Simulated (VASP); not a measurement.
A run of VASP 6.6.1 is set up as follows.

File INCAR:

```
PREC = Accurate
ENCUT = 600
EDIFF = 1E-7
ISMEAR = 0
SIGMA = 0.1
LREAL = False
LASPH = True
NELM = 80
ALGO = Normal
ISIF = 3
LWAVE = False
LCHARG = False
GGA = PE
IBRION = 2
NSW = 90
EDIFFG = -0.04
```

The input KPOINTS:

```
regular mesh
0
Gamma
  4 4 2
```

POSCAR

```
AlH5
1.0
    4.0973468549      0.0000000000      0.0000000000
    0.0475743114      6.0660579257      0.0000000000
    0.5390697395      0.0761207314      7.8372979130
Al H
2 10
Direct
    0.5131776657      0.9979084144      0.6836622987
    0.8858117506      0.0043446222      0.9551955595
    0.7433023255      0.5648333076      0.3640138986
    0.2823371022      0.5510887306      0.0776817092
    0.7408924830      0.1923442528      0.8186596949
    0.2142692245      0.4370078109      0.6347680727
    0.7445644152      0.8096251276      0.8270723426
    0.2210796726      0.5612453867      0.6356375482
    0.7485221396      0.4413686160      0.3585946829
    0.3024879758      0.4281335449      0.0817085990
    0.2917830801      0.0030676946      0.9063035908
    0.8117721652      0.0090324918      0.1567020027
```

Potentials or basis: VASP PAW PBE potentials, release 64 (Al, H).

Run with:

```console
$ cat potpaw_PBE.64/Al/POTCAR potpaw_PBE.64/H/POTCAR > POTCAR
$ mpirun -np 1 vasp_std > vasp.out
```

Problem. Predict the space group after relaxing (to 0.1 Å).

Solution. P1 (No. 1).

Problem. What does it give for the relaxed cell?

Solution. a = 4.032 Å, b = 6.504 Å, c = 8.233 Å, α = 89.25°, β = 85.99°, γ = 89.80°.

Problem. Estimate the band gap on the k mesh.

Solution. 2.38 eV (least direct gap 2.49 eV).

The path:
```csv
step,energy change (eV),largest force (eV/Å),pressure (GPa),volume (Å³)
1,0.0000,0.0564,0.07,194.79
2,-0.0007,0.0470,0.09,194.99
3,-0.0008,0.1072,0.10,195.15
4,-0.0011,0.0612,0.09,195.28
5,-0.0014,0.0791,0.06,195.61
6,-0.0018,0.0743,0.07,195.79
7,-0.0027,0.0658,0.08,196.33
8,-0.0039,0.0618,0.11,197.41
9,-0.0040,0.1566,0.18,199.57
10,-0.0044,0.1151,0.15,198.62
11,-0.0048,0.0913,0.13,198.91
12,-0.0054,0.1000,0.09,199.76
13,-0.0055,0.1043,0.08,200.14
14,-0.0062,0.0927,0.07,200.67
15,-0.0080,0.0773,0.04,202.26
16,-0.0104,0.0970,-0.02,205.45
17,-0.0102,0.1693,-0.10,211.87
18,-0.0112,0.1242,-0.05,208.27
19,-0.0128,0.0976,-0.05,210.00
20,-0.0130,0.1491,-0.05,210.98
21,-0.0144,0.0839,0.01,212.29
22,-0.0147,0.1124,0.06,213.28
23,-0.0154,0.0443,0.07,214.04
24,-0.0156,0.0443,0.08,214.81
25,-0.0160,0.0359,0.09,215.37
```

A k mesh can miss the band edges.
